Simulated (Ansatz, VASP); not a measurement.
## One calculation of SnO2, two programs

```
Sn O
1.0
     4.82770    0.00000    0.00000
     0.00000    4.82770    0.00000
     0.00000    0.00000    3.23799
Sn O
2 4
Direct
  0.00000 0.00000 0.98842
  0.50000 0.50000 0.50000
  0.30661 0.30661 0.00000
  0.19339 0.80661 0.50000
  0.69339 0.69339 0.00000
  0.80661 0.19339 0.50000
```

Alike in both runs: task single point; functional PBE; k mesh 6 × 6 × 8; occupations gaussian, width 0.05 eV; no spin polarisation.

|  | VASP | Ansatz |
| --- | --- | --- |
| version | VASP 6.6.1 | Ansatz 0.2.0 |
| potentials or method | VASP PAW PBE potentials, release 64 (Sn_d, O), cutoff 520 eV | scalar-relativistic, plane waves, PAW |
| valence electrons in the cell | 52 | 52 |

|  | VASP | Ansatz | Ansatz less VASP |
| --- | --- | --- | --- |
| gap on the k mesh at the Fermi level (eV) | 0.67 | 0.68 | +0.012 |
| least direct gap on the mesh (eV) | 0.67 | 0.68 | +0.012 |
| pressure (GPa) | 0.7 | 0.1 | -0.61 |
| traceless stress, the component that is largest in VASP (GPa) | 0.26 | 0.06 | -0.200 |
| rms of the force components (eV/Å) | 0.189 | 0.183 | -0.0058 |

Atom by atom the forces differ by 0.010 eV/Å (rms over components). With one functional, cell and mesh, what is left measures potentials, basis and numerics.
